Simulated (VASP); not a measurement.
Input of a VASP 6.6.1 run:

The input INCAR:

```
SYSTEM = S
PREC = Accurate
ENCUT = 500
EDIFF = 1E-6
ISMEAR = -1
SIGMA = 0.05
LREAL = .FALSE.
LASPH = .TRUE.
NELM = 120
ALGO = Normal
ISIF = 2
LWAVE = .FALSE.
LCHARG = .FALSE.
GGA = PS
NBANDS = 9
GGA_COMPAT = .FALSE.
```

File KPOINTS:

```
Automatic mesh
0
G
  20 20 20
  0 0 0
```

File POSCAR:

```
S
1.0
   -1.3047495531      1.3047495531      1.3047495531
    1.3047495531     -1.3047495531      1.3047495531
    1.3047495531      1.3047495531     -1.3047495531
S
1
Direct
    0.0000000000      0.0000000000      0.0000000000
```

Potentials or basis: VASP PAW PBE potentials, release 64 (S).

Command:

```sh
$ cat potpaw_PBE.64/S/POTCAR > POTCAR
$ mpirun -np 1 vasp_std > vasp.out
```

Task: What does it give for the band gap on the k mesh?

Result: Zero (band 3 reaches 26.04 eV, above the bottom of band 4 at 9.38 eV).

Task: Predict the pressure.

Result: 139.9 GPa.

Caveat: the PAW data sets were made with another functional, which shifts forces and pressure a little.
